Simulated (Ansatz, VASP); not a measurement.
## AlGa3N4 in VASP and in Ansatz

```
CELL_PARAMETERS angstrom
4.47102 0.10336 0.10336
0.10336 4.47102 0.10336
0.10336 0.10336 4.47102
ATOMIC_POSITIONS crystal
Al 0.00000 0.00000 0.00000
Ga 0.50000 0.50000 0.00000
Ga 0.50000 0.00000 0.50000
Ga 0.00000 0.50000 0.50000
N 0.75481 0.75481 0.24519
N 0.75481 0.24519 0.75481
N 0.24519 0.75481 0.75481
N 0.24519 0.24519 0.24519
```

Change from the starting cell: equal engineering shear yz, xz and xy +0.0467, equal normal strain along x, y and z +0.0100.

Alike in both runs: task single point; functional LDA; k mesh 6 × 6 × 6; occupations gaussian, width 0.05 eV; no spin polarisation.

|  | VASP | Ansatz |
| --- | --- | --- |
| version | VASP 6.6.1 | Ansatz 0.2.0 |
| potentials or method | VASP PAW LDA potentials, release 64 (Al, Ga_d, N), cutoff 520 eV | scalar-relativistic, plane waves, PAW |
| valence electrons in the cell | 62 | 62 |

|  | VASP | Ansatz | Ansatz less VASP |
| --- | --- | --- | --- |
| gap on the k mesh at the Fermi level (eV) | 2.13 | 2.12 | -0.006 |
| least direct gap on the mesh (eV) | 2.13 | 2.12 | -0.006 |
| pressure (GPa) | -3.3 | -4.2 | -0.88 |
| traceless stress, the component that is largest in VASP (GPa) | -8.51 | -8.37 | +0.141 |
| rms of the force components (eV/Å) | 0.257 | 0.240 | -0.0161 |

Ansatz warns that its potentials were made for another functional, while VASP's fit it. LDA's correlation is that of Perdew and Zunger in VASP and of Perdew and Wang (1992) in Ansatz. Atom by atom the forces differ by 0.020 eV/Å (rms over components).
